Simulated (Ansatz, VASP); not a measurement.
**One calculation of ZnW, two programs**

```
CELL_PARAMETERS angstrom
1.77972 -4.69581 0.00000
1.77972 4.69581 0.00000
0.00000 0.00000 3.53538
ATOMIC_POSITIONS crystal
Zn 0.85400 0.14600 0.75000
Zn 0.14600 0.85400 0.25000
W 0.55000 0.45000 0.75000
W 0.45000 0.55000 0.25000
```

Alike in both runs: task single point; functional PBE; k mesh 6 × 6 × 6; occupations gaussian, width 0.1 eV; no spin polarisation.

|  | VASP | Ansatz |
| --- | --- | --- |
| version | VASP 6.6.1 | Ansatz 0.2.0 |
| potentials or method | VASP PAW PBE potentials, release 64 (Zn, W_sv), cutoff 520 eV | scalar-relativistic, plane waves, PAW |
| valence electrons in the cell | 52 | 52 |

Ansatz gave:

| Property | Result |
| --- | --- |
| gap on the k mesh at the Fermi level (eV) | none |
| rms of the force components (eV/Å) | 6.305 |

Problem. Estimate VASP's values.

Solution. gap on the k mesh at the Fermi level (eV): none; rms of the force components (eV/Å): 6.706.

Atom by atom the forces differ by 0.403 eV/Å (rms over components). A gap of «none» marks a metal or a gap that the smearing closes. With one functional, cell and mesh, what is left measures potentials, basis and numerics.

Neither program's run includes spin-orbit coupling.
